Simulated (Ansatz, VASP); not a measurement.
**SiO2 in VASP and in Ansatz**

The input INCAR:

```
ALGO = Normal
EDIFF = 1E-6
ENCUT = 520
ISIF = 2
ISMEAR = 0
LASPH = True
LCHARG = True
LELF = True
LREAL = False
LVHAR = True
LWAVE = False
NBANDS = 44
NELM = 80
PREC = Accurate
SIGMA = 0.02
```

Contents of KPOINTS:

```
k-points
0
Gamma
  6 6 4
```

Contents of POSCAR:

```
SiO2
1.0
    4.9713464827      0.0000000000      0.0000000000
    0.0000000000      4.9713464827      0.0000000000
    0.0000000000      0.0000000000      7.0701422919
Si O
4 8
Direct
    0.0000000000      0.0000000000      0.0000000000
    0.0000000000      0.5000000000      0.2500000000
    0.5000000000      0.5000000000      0.5000000000
    0.5000000000      0.0000000000      0.7500000000
    0.1018662976      0.2500000000      0.1250000000
    0.2500000000      0.6018662976      0.3750000000
    0.7500000000      0.3981337024      0.3750000000
    0.8981337024      0.7500000000      0.1250000000
    0.6018662976      0.7500000000      0.6250000000
    0.7500000000      0.1018662976      0.8750000000
    0.2500000000      0.8981337024      0.8750000000
    0.3981337024      0.2500000000      0.6250000000
```

Input for Ansatz:

```yaml
crystal:
  lattice:
    - [4.9713464827, 0.0, 0.0]
    - [0.0, 4.9713464827, 0.0]
    - [0.0, 0.0, 7.0701422919]
  atoms:
    - { symbol: Si, position: [0.0, 0.0, 0.0] }
    - { symbol: Si, position: [0.0, 0.5, 0.25] }
    - { symbol: Si, position: [0.5, 0.5, 0.5] }
    - { symbol: Si, position: [0.5, 0.0, 0.75] }
    - { symbol: O, position: [0.1018662976, 0.25, 0.125] }
    - { symbol: O, position: [0.25, 0.6018662976, 0.375] }
    - { symbol: O, position: [0.75, 0.3981337024, 0.375] }
    - { symbol: O, position: [0.8981337024, 0.75, 0.125] }
    - { symbol: O, position: [0.6018662976, 0.75, 0.625] }
    - { symbol: O, position: [0.75, 0.1018662976, 0.875] }
    - { symbol: O, position: [0.25, 0.8981337024, 0.875] }
    - { symbol: O, position: [0.3981337024, 0.25, 0.625] }
basis:
  ecutwfc: 420
kpoints:
  mp_grid: { grid: [6, 6, 4] }
  band_path: { path: [VBM, CBM], npoints: 2 }
hamiltonian:
  xc: lda
scf:
  occupations: { method: gaussian, width: 0.02 }
output:
  forces: true
  stress: true
  eigenvalues: true
checkpoint:
  read: start.run
  write: ck
  compress: false
  write_wavefunctions: false
  write_every: 100000
```

Alike in both runs: task single point; functional LDA; k mesh 6 × 6 × 4; occupations gaussian, width 0.02 eV; no spin polarisation.

|  | VASP | Ansatz |
| --- | --- | --- |
| version | VASP 6.6.1 | Ansatz 0.2.0 |
| potentials or method | VASP PAW LDA potentials, release 64 (Si, O), cutoff 520 eV | scalar-relativistic, plane waves, PAW |
| valence electrons in the cell | 64 | 64 |

|  | VASP | Ansatz | Ansatz less VASP |
| --- | --- | --- | --- |
| gap on the k mesh at the Fermi level (eV) | 5.82 | 5.82 | +0.001 |
| least direct gap on the mesh (eV) | 5.82 | 5.82 | +0.001 |
| pressure (GPa) | 1.2 | 0.7 | -0.58 |
| traceless stress, the component that is largest in VASP (GPa) | 1.33 | 1.33 | +0.005 |
| rms of the force components (eV/Å) | 0.014 | 0.000 | -0.0132 |

LDA's correlation is that of Perdew and Zunger in VASP and of Perdew and Wang (1992) in Ansatz. Atom by atom the forces differ by 0.014 eV/Å (rms over components).
